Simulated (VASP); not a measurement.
A run of VASP 6.6.1:

INCAR

```
PREC = Accurate
ENCUT = 520
EDIFF = 1E-6
ISMEAR = 0
SIGMA = 0.02
LREAL = False
LASPH = True
NELM = 60
ALGO = Normal
ISIF = 2
LWAVE = False
LCHARG = False
GGA = PE
IVDW = 12
NBANDS = 30
```

KPOINTS

```
regular mesh
0
Gamma
  6 6 6
```

Contents of POSCAR:

```
CsPbBr3
1.0
    5.9203444264      0.0000000000      0.0000000000
    0.0000000000      5.9203444264      0.0000000000
    0.0000000000      0.0000000000      5.9203444264
Cs Pb Br
1 1 3
Direct
    0.0000000000      0.0000000000      0.0000000000
    0.5000000000      0.5000000000      0.5000000000
    0.0000000000      0.5000000000      0.5000000000
    0.5000000000      0.0000000000      0.5000000000
    0.5000000000      0.5000000000      0.0000000000
```

Potentials or basis: VASP PAW PBE potentials, release 64 (Cs_sv, Pb_d, Br).

Command:

```console
$ cat potpaw_PBE.64/Cs_sv/POTCAR potpaw_PBE.64/Pb_d/POTCAR potpaw_PBE.64/Br/POTCAR > POTCAR
$ mpirun -np 1 vasp_std > vasp.out
```

Hardware: 1 thread of Intel(R) Xeon(R) 6975P-C (Granite Rapids), with other jobs on the host.

Q: Estimate the wall time of this run.

A: Wall time 46 s on 1 thread of Intel(R) Xeon(R) 6975P-C (Granite Rapids), with other jobs on the host, peak memory 0.39 GiB. Counts: scf iterations 13, k points 20.
